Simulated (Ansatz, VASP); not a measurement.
# WSe2: VASP beside Ansatz

File INCAR:

```
ALGO = Normal ; EDIFF = 1E-7
EDIFFG = -0.005 ; ENCUT = 600
GGA = PE ; IBRION = 2
ISIF = 3 ; ISMEAR = -1
LASPH = T ; LCHARG = F
LREAL = F ; LWAVE = F
NELM = 60 ; NSW = 100
PREC = Accurate ; SIGMA = 0.05
```

KPOINTS

```
k-points
0
Gamma
  11 11 11
```

The input POSCAR:

```
WSe2
1.0
    0.0000000000      2.9746793134      2.9746793134
    2.9746793134      0.0000000000      2.9746793134
    2.9746793134      2.9746793134      0.0000000000
W Se
1 2
Direct
    0.0000000000      0.0000000000      0.0000000000
    0.2500000000      0.2500000000      0.2500000000
    0.7500000000      0.7500000000      0.7500000000
```

Input for Ansatz:

```yaml
crystal:
  lattice:
    - [0.0, 2.9746793134, 2.9746793134]
    - [2.9746793134, 0.0, 2.9746793134]
    - [2.9746793134, 2.9746793134, 0.0]
  atoms:
    - { symbol: W, position: [0.0, 0.0, 0.0] }
    - { symbol: Se, position: [0.25, 0.25, 0.25] }
    - { symbol: Se, position: [0.75, 0.75, 0.75] }
kpoints:
  mp_grid: { grid: [11, 11, 11] }
scf:
  occupations: { method: fermi_dirac, width: 0.05 }
hamiltonian:
  xc: pbe
  pseudopotentials: { kind: paw }
output:
  forces: true
  stress: true
relax:
  f_tol: 0.005
  max_steps: 80
  cell: {}
```

Alike in both runs: task relaxation of cell and atoms; functional PBE; k mesh 11 × 11 × 11; occupations fermi-dirac, width 0.05 eV; no spin polarisation.

|  | VASP | Ansatz |
| --- | --- | --- |
| version | VASP 6.6.1 | Ansatz 0.2.0 |
| potentials or method | VASP PAW PBE potentials, release 64 (W_sv, Se) | PAW with Ansatz's default frozen-core files, scalar-relativistic |
| plane-wave cutoff (eV) | 600 | 420 |
| valence electrons in the cell | 26 | 46 |

|  | VASP | Ansatz | Ansatz less VASP |
| --- | --- | --- | --- |
| relaxed volume (Å³/atom) | 19.93 | 19.89 | -0.039 |
| relaxed cell length with the largest relative difference (Å) | 4.389 | 4.386 | -0.0028 |

VASP's potentials hold 26 valence electrons a cell and Ansatz's 46, so a difference there can come from the potentials and not from the codes.

Neither program's run includes spin-orbit coupling.
